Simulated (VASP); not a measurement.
Set up this calculation in VASP 6.6.1, as the native input.

| Quantity | Value |
| --- | --- |
| Task | relaxation of cell and atoms |
| Functional | LDA |
| Potentials or basis | VASP PAW LDA potentials, release 64 (Ge_d) |
| Cutoff | 600 eV |
| k mesh | 8 × 8 × 11 |
| Occupations | fermi-dirac, width 0.1 eV |
| Spin | no spin polarisation |
| Dipole correction | no |
| Further INCAR settings | ALGO = Normal; EDIFF = 1e-06; IBRION = 2; EDIFFG = -0.01; NSW = 80; ISIF = 3 |

The structure of Ge lies in POSCAR:

```
Ge
1.0
    4.7727297598      0.0000000000      0.0000000000
   -2.3863648799      4.1333052174      0.0000000000
    0.0000000000      0.0000000000      2.9256833427
Ge
3
Direct
    0.0000000000      0.0000000000      0.0000000000
    0.3333333333      0.6666666667      0.5000000000
    0.6666666667      0.3333333333      0.5000000000
```

These files were run (other wordings do the same):

INCAR

```
PREC = Accurate
ENCUT = 600
EDIFF = 1E-6
ISMEAR = -1
SIGMA = 0.1
LREAL = F
LASPH = T
NELM = 80
ALGO = Normal
ISIF = 3
LWAVE = F
LCHARG = F
IBRION = 2
NSW = 80
EDIFFG = -0.01
```

KPOINTS

```
Automatic mesh
0
Gamma
  8 8 11
```

Potentials or basis: VASP PAW LDA potentials, release 64 (Ge_d).

Run with:

```console
$ cat potpaw_LDA.64/Ge_d/POTCAR > POTCAR
$ mpirun -np 1 vasp_std > vasp.out
```

Results of the run:

| Quantity | Value |
| --- | --- |
| Relaxed volume | 18.00 Å³/atom |
| Relaxed cell | a = 4.797 Å, b = 4.797 Å, c = 2.710 Å, α = 90.00°, β = 90.00°, γ = 120.00° |
| Space group after relaxing (to 0.05 Å) | P6/mmm (No. 191) |
| Energy gained by relaxing | 36.5 meV/atom |
| Ionic steps | 10 |
| Pressure after relaxing | 0.0 GPa |
| Band gap on the k mesh | zero (band 21 reaches 8.66 eV, above the bottom of band 22 at 3.58 eV) |

Run time: 13 min on 1 thread of AMD EPYC 7R13, with other jobs on the host, peak memory 0.19 GiB.
